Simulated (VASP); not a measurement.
# Cd9O8 in VASP: further runs

Runs on Cd9O8. Level: LDA. Tasks: single point.

Everything below comes from runs of VASP 6.6.1. Logs are shortened: lines on timing, memory, paths and dates and some standing lists are left out, and cuts for length are marked.

## 1. The cell of the first run

The cell holds a slab with vacuum, 17 atoms: a = 6.689 Å, b = 6.689 Å, c = 15.096 Å, α = 90.00°, β = 90.00°, γ = 60.00°.

## 2. Single point, LDA

The input, INCAR:

```
SYSTEM = Cd9O8
PREC = Accurate ; ENCUT = 520
EDIFF = 1E-7 ; ISMEAR = -1
SIGMA = 0.05 ; LREAL = Auto
LASPH = .True. ; NELM = 80
ALGO = Normal ; ISIF = 2
LWAVE = .False. ; LCHARG = .True.
GGA = CA ; LELF = .True.
LVHAR = .True. ; NBANDS = 92
```

The input, KPOINTS:

```
Automatic mesh
0
Gamma
  2 2 1
  0 0 0
```

The input, POSCAR:

```
Cd9O8
1.0
    6.6892300000      0.0000000000      0.0000000000
    3.3446150000      5.7930430000      0.0000000000
    0.0000000000      0.0000000000     15.0963000000
Cd O
9 8
Direct
    0.0000000000      0.0000000000      0.0662413969
    0.0000007345      0.4999962887      0.0662413969
    0.4999977576      0.0000000000      0.0662413969
    0.4999984921      0.4999962887      0.0662413969
    0.5889311597      0.7009787430      0.3499599240
    0.5883898861      0.2260124774      0.2459543067
    0.0964220212      0.7224182524      0.2915681326
    0.1793076643      0.1432062562      0.2502070044
    0.1992333109      0.4063494782      0.4329603943
    0.2990516866      0.8537827183      0.1194531110
    0.2948719835      0.3274617502      0.1728503011
    0.8537830903      0.8122156179      0.1070063525
    0.8269022015      0.2966144046     -0.0040738459
   -0.0696748176      0.5725833556      0.3311606155
   -0.1058099487      0.1128940351      0.2926942363
    0.4229757095      0.5139958395      0.3469525645
    0.4529983029      1.0637069326      0.3438259706
```

Potentials or basis: VASP PAW LDA potentials, release 64 (Cd, O).

Command:

```console
> cat potpaw_LDA.64/Cd/POTCAR potpaw_LDA.64/O/POTCAR > POTCAR
> mpirun -np 1 vasp_std > vasp.out
```

OUTCAR:

```text
SYSTEM = Cd9O8
   PREC = Accurate
   ENCUT = 520
   EDIFF = 1E-7
   ISMEAR = -1
   LREAL = Auto
   LASPH = .True.
   NELM = 80
   ISIF = 2
   GGA = CA

 ion  position               nearest neighbor table
   1  0.000  0.000  0.066-  10 1.91  13 2.03  12 2.04   2 3.34   3 3.34   4 3.34   4 3.34   3 3.34
                             2 3.34   8 3.35   6 3.61   7 3.77
   2  0.000  0.500  0.066-  12 1.91  11 2.35  13 2.43   3 3.34   1 3.34   4 3.34   4 3.34   1 3.34
                             3 3.34   8 3.46
   3  0.500  0.000  0.066-  12 2.14  10 2.17  11 2.50   6 3.30   8 3.34   2 3.34   4 3.34   1 3.34
                             1 3.34   4 3.34   2 3.34
   4  0.500  0.500  0.066-  13 2.19  10 2.21  11 2.72   6 3.16   3 3.34   2 3.34   1 3.34   1 3.34
                             2 3.34   3 3.34
   5  0.589  0.701  0.350-  14 2.02  16 2.05  17 2.13   8 3.23   7 3.34   6 3.55   7 3.58   9 3.75

   6  0.588  0.226  0.246-  15 1.93  11 2.05  16 2.26  17 2.27   8 3.05   4 3.16   3 3.30   7 3.38
                             7 3.45   5 3.55   9 3.61   1 3.61   8 3.71
   7  0.096  0.722  0.292-  14 1.93  16 2.09  15 2.26   9 2.84   8 3.19   5 3.34   6 3.38   6 3.45
                             5 3.58   8 3.68   1 3.77
   8  0.179  0.143  0.250-  11 2.11  15 2.12  17 2.16  10 2.60  14 2.78   6 3.05   7 3.19   5 3.23
                             9 3.31   3 3.34   1 3.35   2 3.46   7 3.68   6 3.71
   9  0.199  0.406  0.433-  14 2.20  16 2.35  17 2.46   7 2.84   8 3.31   6 3.61   5 3.75
  10  0.299  0.854  0.119-   1 1.91   3 2.17   4 2.21   8 2.60
  11  0.295  0.327  0.173-   6 2.05   8 2.11   2 2.35   3 2.50   4 2.72
  12  0.854  0.812  0.107-   2 1.91   1 2.04   3 2.14
  13  0.827  0.297  0.996-   1 2.03   4 2.19   2 2.43
  14  0.930  0.573  0.331-   7 1.93   5 2.02   9 2.20   8 2.78
  15  0.894  0.113  0.293-   6 1.93   8 2.12   7 2.26
  16  0.423  0.514  0.347-   5 2.05   7 2.09   6 2.26   9 2.35
  17  0.453  0.064  0.344-   5 2.13   8 2.16   6 2.27   9 2.46

  LATTYP: Found a hexagonal cell.
 ALAT       =     6.6892299032
 C/A-ratio  =     2.2568068699

  Lattice vectors:

 A1 = (  -3.3446150000,  -5.7930430000,   0.0000000000)
 A2 = (   6.6892300000,   0.0000000000,   0.0000000000)
 A3 = (   0.0000000000,   0.0000000000,  15.0963000000)

Analysis of symmetry for initial positions (statically):
=====================================================================
 Subroutine PRICEL returns:
 Original cell was already a primitive cell.

 Routine SETGRP: Setting up the symmetry group for a
 hexagonal supercell.

 Subroutine GETGRP returns: Found  1 space group operations
 (whereof  1 operations were pure point group operations)
 out of a pool of 24 trial point group operations.

The static configuration has the point symmetry C_1 .

Analysis of symmetry for dynamics (positions and initial velocities):
=====================================================================
 Subroutine PRICEL returns:
 Original cell was already a primitive cell.

 Routine SETGRP: Setting up the symmetry group for a
 hexagonal supercell.

 Subroutine GETGRP returns: Found  1 space group operations
 (whereof  1 operations were pure point group operations)
 out of a pool of 24 trial point group operations.

The dynamic configuration has the point symmetry C_1 .

 Subroutine INISYM returns: Found  1 space group operations
 (whereof  1 operations are pure point group operations),
 and found     1 'primitive' translations

----------------------------------------------------------------------------------------

                                     Primitive cell

  volume of cell :     584.9967

  direct lattice vectors                    reciprocal lattice vectors
     6.689230000  0.000000000  0.000000000     0.149494037 -0.086310424  0.000000000
     3.344615000  5.793043000  0.000000000     0.000000000  0.172620849  0.000000000
     0.000000000  0.000000000 15.096300000     0.000000000  0.000000000  0.066241397

  length of vectors
     6.689230000  6.689229903 15.096300000     0.172620846  0.172620849  0.066241397

  position of ions in fractional coordinates (direct lattice)
     0.000000000  0.000000000  0.066241397
     0.000000734  0.499996289  0.066241397
     0.499997758  0.000000000  0.066241397
     0.499998492  0.499996289  0.066241397
     0.588931160  0.700978743  0.349959924
     0.588389886  0.226012477  0.245954307
[... 9 lines left out ...]
     0.422975710  0.513995839  0.346952565
     0.452998303  0.063706933  0.343825971

  ion indices of the primitive-cell ions
   primitive index   ion index
                 1           1
                 2           2
                 3           3
                 4           4
                 5           5
                 6           6
[... 9 lines left out ...]
                16          16
                17          17

----------------------------------------------------------------------------------------

 KPOINTS: Automatic mesh

Automatic generation of k-mesh.
 Grid dimensions read from file:
 generate k-points for:    2    2    1

 Generating k-lattice:

  Cartesian coordinates                     Fractional coordinates (reciprocal lattice)
     0.074747019 -0.043155212  0.000000000     0.500000000  0.000000000  0.000000000
     0.000000000  0.086310424  0.000000000     0.000000000  0.500000000  0.000000000
     0.000000000  0.000000000  0.066241397     0.000000000  0.000000000  1.000000000

  Length of vectors
     0.086310423  0.086310424  0.066241397

  Shift w.r.t. Gamma in fractional coordinates (k-lattice)
     0.000000000  0.000000000  0.000000000

 Subroutine IBZKPT returns following result:
 ===========================================

 Found      4 irreducible k-points:

 Following reciprocal coordinates:
            Coordinates               Weight
  0.000000  0.000000  0.000000      1.000000
  0.500000  0.000000  0.000000      1.000000
  0.500000  0.500000  0.000000      1.000000
  0.000000  0.500000  0.000000      1.000000
   k-points           NKPTS =      4   k-points in BZ     NKDIM =      4   number of bands    NBANDS=     92
   number of dos      NEDOS =    301   number of ions     NIONS =     17
   total plane-waves  NPLWV = 280000
   dimension x,y,z NGX =    50 NGY =   50 NGZ =  112
   dimension x,y,z NGXF=   100 NGYF=  100 NGZF=  224
   ions per type =               9   8
   NGX,Y,Z   is equivalent  to a cutoff of  12.43, 12.43, 12.33 a.u.
   NGXF,Y,Z  is equivalent  to a cutoff of  24.85, 24.85, 24.67 a.u.
 SYSTEM =  Cd9O8
   PREC   = accura    normal or accurate (medium, high low for compatibility)
   ISTART =      0    job   : 0-new  1-cont  2-samecut
   ICHARG =      2    charge: 1-file 2-atom 10-const
   ISPIN  =      1    spin polarized calculation?
   LNONCOLLINEAR =      F non collinear calculations
   LSORBIT =      F    spin-orbit coupling
   LASPH  =      T    aspherical Exc in radial PAW
   ENCUT  =  520.0 eV  38.22 Ry    6.18 a.u.  12.44 12.44 28.07*2*pi/ulx,y,z
   NELM   =     80;   NELMIN=  2; NELMDL= -5     # of ELM steps
   EDIFF  = 0.1E-06   stopping-criterion for ELM
   LREAL  =      T    real-space projection
   EDIFFG = 0.1E-05   stopping-criterion for IOM
   NSW    =      0    number of steps for IOM
   IBRION =     -1    ionic relax: 0-MD 1-quasi-New 2-CG
   NFREE  =      0    steps in history (QN), initial steepest desc. (CG)
   ISIF   =      2    stress and relaxation
   ISYM   =      2    0-nonsym 1-usesym 2-fastsym
   POTIM  = 0.5000    time-step for ionic-motion
   TEBEG  =    0.0;   TEEND  =   0.0 temperature during run
   PSTRESS=    0.0 pullay stress
   NELECT =     156.0000    total number of electrons
   NUPDOWN=      -1.0000    fix difference up-down
   EMIN   =  10.00;   EMAX   =-10.00  energy-range for DOS
   EFERMI =   0.00;   METHOD = LEGACY
   ISMEAR =    -1;   SIGMA  =   0.05  broadening in eV -4-tet -1-fermi 0-gaus
   EFERMI_NEDOS =   21; number of points for ismear=-14 and -15
   IALGO  =     38    algorithm
   IMIX   =      4    mixing-type and parameters
     AMIX     =   0.40;   BMIX     =  1.00
     AMIX_MAG =   1.60;   BMIX_MAG =  1.00
  volume/ion in A,a.u.               =      34.41       232.22
  Fermi-wavevector in a.u.,A,eV,Ry     =   1.053736  1.991273 15.107364  1.110360
  Thomas-Fermi vector in A             =   2.188869
   LORBIT       =      0    0 simple, 1 ext, 2 COOP (PROOUT), +10 PAW based schemes
   GGA     = CA    functional components
   LHFCALC =     F    Hartree Fock is set to
   AEXX    =    0.0000 exact exchange contribution
   IVDW    =     0    specifies the selected vdW correction
   LEPSILON=     F    determine dielectric tensor
   LRPA    =     F    only Hartree local field effects (RPA)
 non-spin polarized calculation
  energy-cutoff  :      520.00
  volume of cell :      585.00
 maximum number of plane-waves:     15813
 NGX is ok and might be reduce to    50
   NGX = 25   NGY = 25   NGZ = 57

 number of electron     155.9999988 magnetization

 Free energy of the ion-electron system (eV)
  ---------------------------------------------------
  ext. energy  EPLUGINS =         0.00000000
  ---------------------------------------------------
  free energy    TOTEN  =       -65.64856565 eV

  energy without entropy =      -65.59953909  energy(sigma->0) =      -65.62405237

 E-fermi :  -1.5998     XC(G=0):  -6.1078

 val. band max:       -1.6144379719   @ k =   0.5000   0.0000   0.0000
 cond. band min:      -1.2919061255   @ k =   0.0000   0.5000   0.0000
 fundamental gap:      0.3225318464
 Fermi energy:        -1.5997868532

 k-point     1 :       0.0000    0.0000    0.0000
  band No.  band energies     occupation
      1     -20.0431      2.00000
      2     -19.8549      2.00000
      3     -19.5529      2.00000
      4     -19.2699      2.00000
      5     -18.9738      2.00000
      6     -18.9039      2.00000
[... 82 lines left out ...]
     89       2.5555      0.00000
     90       2.7628      0.00000

 k-point     2 :       0.5000    0.0000    0.0000
  band No.  band energies     occupation
      1     -19.9722      2.00000
      2     -19.9034      2.00000
      3     -19.4884      2.00000
      4     -19.2491      2.00000
      5     -19.0127      2.00000
      6     -18.9161      2.00000
[... 82 lines left out ...]
     89       2.7738      0.00000
     90       3.0574      0.00000

 k-point     3 :       0.5000    0.5000    0.0000
  band No.  band energies     occupation
      1     -19.9639      2.00000
      2     -19.9157      2.00000
      3     -19.4967      2.00000
      4     -19.2390      2.00000
      5     -19.0095      2.00000
      6     -18.9098      2.00000
[... 82 lines left out ...]
     89       2.7459      0.00000
     90       3.0894      0.00000

 k-point     4 :       0.0000    0.5000    0.0000
  band No.  band energies     occupation
      1     -20.0042      2.00000
      2     -19.8590      2.00000
      3     -19.5428      2.00000
      4     -19.2698      2.00000
      5     -18.9573      2.00000
      6     -18.9221      2.00000
[... 82 lines left out ...]
     89       2.9407      0.00000
     90       3.0349      0.00000
 [bands above 90 left out]

------------------------ aborting loop because EDIFF is reached ----------------------------------------

  FORCE on cell =-STRESS in cart. coord.  units (eV):
  Direction    XX          YY          ZZ          XY          YZ          ZX
  --------------------------------------------------------------------------------------
  -------------------------------------------------------------------------------------
  Total       15.2545085      4.6114754     -1.7366743      0.0756703     -8.1560658      2.6923479
  in kB       41.7787463     12.6298176     -4.7563693      0.2072443    -22.3376718      7.3737491
  external PRESSURE =      16.5507315 kB  Pullay stress =       0.0000000 kB

 VOLUME and BASIS-vectors are now :
 -----------------------------------------------------------------------------
  energy-cutoff  :      520.00
  volume of cell :      585.00
      direct lattice vectors                 reciprocal lattice vectors
     6.689230000  0.000000000  0.000000000     0.149494037 -0.086310424  0.000000000
     3.344615000  5.793043000  0.000000000     0.000000000  0.172620849  0.000000000
     0.000000000  0.000000000 15.096300000     0.000000000  0.000000000  0.066241397

 POSITION                                       TOTAL-FORCE (eV/Angst)
 -----------------------------------------------------------------------------------
      0.00000      0.00000      1.00000        -1.631317      1.902888     -1.346292
      1.67230      2.89650      1.00000        -0.181822     -3.810554     -1.050415
      3.34460      0.00000      1.00000        -0.060526      1.055048      0.480887
      5.01690      2.89650      1.00000        -0.197482     -0.408352      0.047910
      6.28400      4.06080      5.28310        -0.355533      0.470760      0.202282
      4.69180      1.30930      3.71300        -0.867815      0.364383      0.337492
[... 9 lines left out ...]
      4.54850      2.97760      5.23770        -0.279345     -0.125740      0.680103
      3.24329      0.36906      5.19050        -0.498879      0.403837      0.597446
 -----------------------------------------------------------------------------------
    total drift:                               -0.004645     -0.006138     -0.014826

  FREE ENERGIE OF THE ION-ELECTRON SYSTEM (eV)
  ---------------------------------------------------
  free  energy   TOTEN  =       -65.6485656454 eV

  energy  without entropy=      -65.5995390880  energy(sigma->0) =      -65.62405237
```

Wall time 7.2 min (1 thread of Intel Xeon Platinum 8488C (Sapphire Rapids), shared host); peak memory 0.53 GiB.

Results:

* Free energy: -65.6486 eV
* Largest force: 4.085 eV/Å
* Band gap on the k mesh: zero (bands 78 and 79 overlap by 0.07 eV)

Forces on the atoms (eV/Å):
```
Cd  -1.631  1.903 -1.346
Cd  -0.182 -3.811 -1.050
Cd  -0.061  1.055  0.481
Cd  -0.197 -0.408  0.048
Cd  -0.356  0.471  0.202
Cd  -0.868  0.364  0.337
Cd   1.803  3.042 -2.012
Cd  -1.303  0.223  0.605
Cd   0.615 -1.135 -1.254
O    3.138 -2.316  1.213
O    0.003  0.476 -1.745
O   -1.349  1.973  1.049
O    0.204  1.913  0.812
O   -1.471 -2.314  1.318
O    2.434 -1.714  0.065
O   -0.279 -0.126  0.680
O   -0.499  0.404  0.597
```

Caveat: the k points lie up to 0.54 Å⁻¹ apart; the atoms stand as in a frame of molecular dynamics; there is no dipole correction, which matters where the two faces differ.

[end of part 1 of 2]

The gap in the log of VASP goes by the Fermi energy; the results here count the filled bands.